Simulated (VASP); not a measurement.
# Rb3H (Pm-3m) in VASP: a series of runs, part 2 of 2

VASP 6.6.1. Earlier steps stand in the parts before.

**3. Single point, PBE**

This run uses another cell than the first one, of 60.29 Å³/atom.

INCAR

```
PREC = Accurate
ENCUT = 520
EDIFF = 1E-7
ISMEAR = 0
SIGMA = 0.1
LREAL = F
LASPH = T
NELM = 100
ALGO = Normal
ISIF = 2
LWAVE = F
LCHARG = F
GGA = PE
NBANDS = 22
```

KPOINTS

```
Automatic mesh
0
Gamma
  8 8 8
```

POSCAR

```
Rb3H
1.0
    6.2243664442      0.0000000000      0.0000000000
    0.0000000000      6.2243664442      0.0000000000
    0.0000000000      0.0000000000      6.2243664442
Rb H
3 1
Direct
    0.0000000000      0.5000000000      0.5000000000
    0.5000000000      0.0000000000      0.5000000000
    0.5000000000      0.5000000000      0.0000000000
    0.0000000000      0.0000000000      0.0000000000
```

Potentials or basis: VASP PAW PBE potentials, release 64 (Rb_sv, H).

Launch:

```bash
cat potpaw_PBE.64/Rb_sv/POTCAR potpaw_PBE.64/H/POTCAR > POTCAR
mpirun -np 1 vasp_std > vasp.out
```

OUTCAR:

```text
PREC = Accurate
   ENCUT = 520
   EDIFF = 1E-7
   ISMEAR = 0
   LREAL = F
   LASPH = T
   NELM = 100
   ISIF = 2
   GGA = PE

 ion  position               nearest neighbor table
   1  0.000  0.500  0.500-   2 4.40   3 4.40   3 4.40   2 4.40   2 4.40   3 4.40   3 4.40   2 4.40

   2  0.500  0.000  0.500-   1 4.40   3 4.40   3 4.40   1 4.40   3 4.40   3 4.40   1 4.40   1 4.40

   3  0.500  0.500  0.000-   1 4.40   2 4.40   1 4.40   2 4.40   2 4.40   2 4.40   1 4.40   1 4.40

   4  0.000  0.000  0.000-

  LATTYP: Found a simple cubic cell.
 ALAT       =     6.2243664442

  Lattice vectors:

 A1 = (   6.2243664442,   0.0000000000,   0.0000000000)
 A2 = (   0.0000000000,   6.2243664442,   0.0000000000)
 A3 = (   0.0000000000,   0.0000000000,   6.2243664442)

Analysis of symmetry for initial positions (statically):
=====================================================================
 Subroutine PRICEL returns:
 Original cell was already a primitive cell.

[... 167 lines left out ...]
  ---------------------------------------------------
  ext. energy  EPLUGINS =         0.00000000
  ---------------------------------------------------
  free energy    TOTEN  =        -5.00258593 eV

  energy without entropy =       -4.99657307  energy(sigma->0) =       -4.99957950

 E-fermi :   0.4410     XC(G=0):  -5.7868

 val. band max:        0.4114626354   @ k =   0.5000   0.5000   0.0000
 cond. band min:       0.4575015951   @ k =   0.5000   0.5000   0.1250
 fundamental gap:      0.0460389596
 Fermi energy:         0.4410388509

 k-point     1 :       0.0000    0.0000    0.0000
  band No.  band energies     occupation
      1     -28.8629      2.00000
      2     -28.8384      2.00000
      3     -28.8384      2.00000
      4     -13.0574      2.00000
      5     -13.0574      2.00000
      6     -13.0574      2.00000
[... 589 lines left out ...]
     21       2.8741      0.00000
     22       3.3810      0.00000

 [... further k-points ...]
[... 5 lines left out ...]
  --------------------------------------------------------------------------------------
  -------------------------------------------------------------------------------------
  Total       -0.0008291     -0.0008291     -0.0008291     -0.0000000     -0.0000000     -0.0000000
  in kB       -0.0055083     -0.0055083     -0.0055083     -0.0000000     -0.0000000     -0.0000000
  external PRESSURE =      -0.0055083 kB  Pullay stress =       0.0000000 kB

 VOLUME and BASIS-vectors are now :
 -----------------------------------------------------------------------------
  energy-cutoff  :      520.00
  volume of cell :      241.15
      direct lattice vectors                 reciprocal lattice vectors
     6.224366444  0.000000000  0.000000000     0.160658922  0.000000000  0.000000000
     0.000000000  6.224366444  0.000000000     0.000000000  0.160658922  0.000000000
     0.000000000  0.000000000  6.224366444     0.000000000  0.000000000  0.160658922

 POSITION                                       TOTAL-FORCE (eV/Angst)
 -----------------------------------------------------------------------------------
      0.00000      3.11218      3.11218         0.000000      0.000000      0.000000
      3.11218      0.00000      3.11218         0.000000      0.000000      0.000000
      3.11218      3.11218      0.00000         0.000000      0.000000      0.000000
      0.00000      0.00000      0.00000         0.000000      0.000000      0.000000
 -----------------------------------------------------------------------------------
    total drift:                                0.000000     -0.000000     -0.000000

  FREE ENERGIE OF THE ION-ELECTRON SYSTEM (eV)
  ---------------------------------------------------
  free  energy   TOTEN  =        -5.0025859293 eV

  energy  without entropy=       -4.9965730722  energy(sigma->0) =       -4.99957950
```

OSZICAR:

```text
N       E                     dE             d eps       ncg     rms          rms(c)
DAV:   1     0.180939864198E+03    0.18094E+03   -0.10674E+04  1540   0.979E+02
DAV:   2     0.124130528414E+02   -0.16853E+03   -0.16533E+03  2000   0.209E+02
DAV:   3    -0.538787774636E+01   -0.17801E+02   -0.17760E+02  2438   0.631E+01
DAV:   4    -0.601259571301E+01   -0.62472E+00   -0.62344E+00  2204   0.122E+01
DAV:   5    -0.603488552861E+01   -0.22290E-01   -0.22287E-01  2208   0.176E+00    0.425E+00
DAV:   6    -0.510649925280E+01    0.92839E+00   -0.13116E+00  1736   0.184E+00    0.193E+00
DAV:   7    -0.499033164883E+01    0.11617E+00   -0.63961E-01  1782   0.152E+00    0.131E+00
DAV:   8    -0.503954945268E+01   -0.49218E-01   -0.21931E-01  1752   0.907E-01    0.762E-01
DAV:   9    -0.500775309286E+01    0.31796E-01   -0.38305E-02  1944   0.389E-01    0.382E-01
DAV:  10    -0.500221894465E+01    0.55341E-02   -0.38767E-02  1920   0.281E-01    0.134E-01
DAV:  11    -0.500249726534E+01   -0.27832E-03   -0.65816E-03  1784   0.169E-01    0.291E-02
DAV:  12    -0.500256648875E+01   -0.69223E-04   -0.33203E-04  2214   0.413E-02    0.137E-02
DAV:  13    -0.500258390981E+01   -0.17421E-04   -0.59347E-05  2002   0.172E-02    0.735E-03
DAV:  14    -0.500259182530E+01   -0.79155E-05   -0.12770E-05  1888   0.898E-03    0.133E-02
DAV:  15    -0.500258575188E+01    0.60734E-05   -0.16122E-05  1662   0.599E-03    0.137E-03
DAV:  16    -0.500258596597E+01   -0.21409E-06   -0.30994E-06  1524   0.325E-03    0.158E-03
DAV:  17    -0.500258592934E+01    0.36634E-07   -0.11568E-07  1614   0.687E-04
   1 F= -.50025859E+01 E0= -.49995795E+01  d E =-.601286E-02
```

Run time: 2.9 min. Hardware: 1 thread of AMD EPYC 7R13 (Zen 3), shared host; peak memory 0.36 GiB.

What came out:

```yaml
Free_energy: -5.0026 eV
Pressure: 0.0 GPa
Band_gap_on_the_k_mesh: zero (bands 14 and 15 overlap by 0.40 eV)
```

Levels at points of the mesh, in eV from the Fermi level:
| k point | band 10 | band 11 | band 12 | band 13 | band 14 | band 15 | band 16 | band 17 | band 18 | band 19 |
| --- | --- | --- | --- | --- | --- | --- | --- | --- | --- | --- |
| (0.00, 0.00, 0.00) | -13.26 | -13.26 | -13.26 | -2.72 | -0.92 | 1.20 | 1.20 | 1.53 | 2.04 | 2.04 |
| (0.50, 0.00, 0.00) | -13.36 | -13.29 | -13.29 | -2.12 | -1.23 | 0.79 | 1.06 | 1.95 | 1.95 | 2.10 |
| (0.50, 0.50, 0.00) | -13.35 | -13.30 | -13.25 | -1.90 | -0.16 | -0.03 | -0.03 | 2.03 | 2.18 | 2.29 |
| (0.50, 0.50, 0.50) | -13.30 | -13.25 | -13.25 | -1.88 | 0.37 | 0.37 | 0.37 | 0.93 | 1.45 | 1.45 |

**4. Relaxation of cell and atoms, PBE**

This run uses another cell than the first one, of 58.14 Å³/atom.

INCAR

```
ALGO = Normal
EDIFF = 1E-6
EDIFFG = -0.01
ENCUT = 600
GGA = PE
IBRION = 2
ISIF = 3
ISMEAR = 0
LASPH = True
LCHARG = False
LREAL = False
LWAVE = False
NELM = 80
NSW = 100
PREC = Accurate
SIGMA = 0.1
```

KPOINTS

```
k-points
0
Gamma
  8 8 8
```

POSCAR

```
Rb3H
1.0
    6.1496201393      0.0000000000      0.0000000000
    0.0000000000      6.1496201393      0.0000000000
    0.0000000000      0.0000000000      6.1496201393
Rb H
3 1
Direct
    0.0000000000      0.5000000000      0.5000000000
    0.5000000000      0.0000000000      0.5000000000
    0.5000000000      0.5000000000      0.0000000000
    0.0000000000      0.0000000000      0.0000000000
```

Launch:

```bash
cat potpaw_PBE.64/Rb_sv/POTCAR potpaw_PBE.64/H/POTCAR > POTCAR
mpirun -np 1 vasp_std > vasp.out
```

Run time: 5.1 min. Hardware: 1 thread of AMD EPYC 7R13 (Zen 3), shared host; peak memory 0.42 GiB.

Results (log left out):

* Free energy: -5.0024 eV
* Relaxed volume: 59.92 Å³/atom
* Relaxed cell: a = 6.212 Å, b = 6.212 Å, c = 6.212 Å, α = 90.00°, β = 90.00°, γ = 90.00°
* Space group after relaxing (to 0.1 Å): Pm-3m (No. 221)
* Energy gained by relaxing: 0.9 meV/atom
* Ionic steps: 3
* Pressure after relaxing: 0.0 GPa
* Band gap on the k mesh: zero (bands 14 and 15 overlap by 0.40 eV)

The path:
| step | energy change (eV) | largest force (eV/Å) | pressure (GPa) | volume (Å³) |
| --- | --- | --- | --- | --- |
| 1 | 0.0000 | 0.0000 | 0.14 | 232.57 |
| 2 | -0.0014 | 0.0000 | 0.11 | 234.33 |
| 3 | -0.0037 | 0.0000 | 0.03 | 239.66 |

Final structure:
```cif
data_structure
_symmetry_space_group_name_H-M 'P 1'
_symmetry_Int_Tables_number 1
_cell_length_a 6.2115
_cell_length_b 6.2115
_cell_length_c 6.2115
_cell_angle_alpha 90.000
_cell_angle_beta 90.000
_cell_angle_gamma 90.000
_cell_volume 239.66
loop_
_atom_site_label
_atom_site_type_symbol
_atom_site_fract_x
_atom_site_fract_y
_atom_site_fract_z
_atom_site_occupancy
Rb1 Rb 0.00000 0.50000 0.50000 1
Rb2 Rb 0.50000 0.00000 0.50000 1
Rb3 Rb 0.50000 0.50000 0.00000 1
H1 H 0.00000 0.00000 0.00000 1
```

Levels at points of the mesh, in eV from the Fermi level:
```
           k point  band 12  band 13  band 14  band 15  band 16  band 17
(0.00, 0.00, 0.00)   -13.26    -2.73    -0.93     1.20     1.20     1.53
(0.50, 0.00, 0.00)   -13.29    -2.13    -1.24     0.80     1.06     1.95
(0.50, 0.50, 0.00)   -13.25    -1.91    -0.15    -0.03    -0.03     2.03
(0.50, 0.50, 0.50)   -13.25    -1.90     0.37     0.37     0.37     0.94
```

**5. The runs side by side**

| task | cell | k mesh | cutoff (eV) | gap on the mesh (eV) | pressure (GPa) | relaxed volume (Å³/atom) |
| --- | --- | --- | --- | --- | --- | --- |
| relaxation of cell and atoms | relaxed from a = 5.017 Å, 4 atoms | 4 × 4 × 4 | 600 | none | 0.0 | 59.87 |
| single point | a = 6.224 Å, 4 atoms | 8 × 8 × 8 | 520 | none | 0.0 | - |
| relaxation of cell and atoms | relaxed from a = 6.150 Å, 4 atoms | 8 × 8 × 8 | 600 | none | 0.0 | 59.92 |

Alike in all rows: level PBE; potentials or basis VASP PAW PBE potentials, release 64 (Rb_sv, H); no spin polarisation; smearing gaussian 0.1 eV.

Caveats: the volume moved by over 15 % at a fixed basis, so the end points are rough (at least some runs).

Total energies depend on the potentials used, so only differences within one code and one set of settings carry meaning.

The gap in the log of VASP goes by the Fermi energy; the results here count the filled bands.